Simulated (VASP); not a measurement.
A run of VASP 6.6.1:

File POSCAR:

```
NbH2
1.0
    3.0866051789      0.0000000000      0.0000000000
   -1.5433025895      2.6730784964      0.0000000000
    0.0000000000      0.0000000000      5.7374732070
Nb H
2 4
Direct
    0.3333333333      0.6666666667      0.2500000000
    0.6666666667      0.3333333333      0.7500000000
    0.3333333333      0.6666666667      0.5909097734
    0.6666666667      0.3333333333      0.0909097734
    0.3333333333      0.6666666667      0.9090902266
    0.6666666667      0.3333333333      0.4090902266
```

The input INCAR.step1:

```
PREC = Accurate ; ENCUT = 520
ISMEAR = 0 ; SIGMA = 0.1
LREAL = False ; LASPH = True
NELM = 80 ; NBANDS = 24
GGA = PE ; ALGO = Normal
EDIFF = 1E-4 ; LWAVE = True
LCHARG = False
```

INCAR.step2

```
PREC = Accurate ; ENCUT = 520
EDIFF = 1E-7 ; ISMEAR = 0
SIGMA = 0.1 ; LREAL = False
LASPH = True ; NELM = 80
ALGO = Normal ; ISIF = 2
LWAVE = False ; LCHARG = False
METAGGA = R2SCAN ; LMIXTAU = True
NBANDS = 24 ; ISTART = 1
```

KPOINTS

```
regular mesh
0
Gamma
  12 12 2
```

Potentials or basis: VASP PAW PBE potentials, release 64 (Nb_sv, H).

Run with:

```bash
$ cat potpaw_PBE.64/Nb_sv/POTCAR potpaw_PBE.64/H/POTCAR > POTCAR
$ cp INCAR.step1 INCAR
$ mpirun -np 1 vasp_std > vasp.out
$ cp INCAR.step2 INCAR
$ mpirun -np 1 vasp_std > vasp.out
```

Hardware: 1 thread of Intel(R) Xeon(R) Platinum 8488C (Sapphire Rapids) (shared host).

Problem. How long does it take, and how much memory?

Solution. Wall time 120 s on 1 thread of Intel(R) Xeon(R) Platinum 8488C (Sapphire Rapids), on a shared host, peak memory 0.19 GiB. Counts: k points 38.
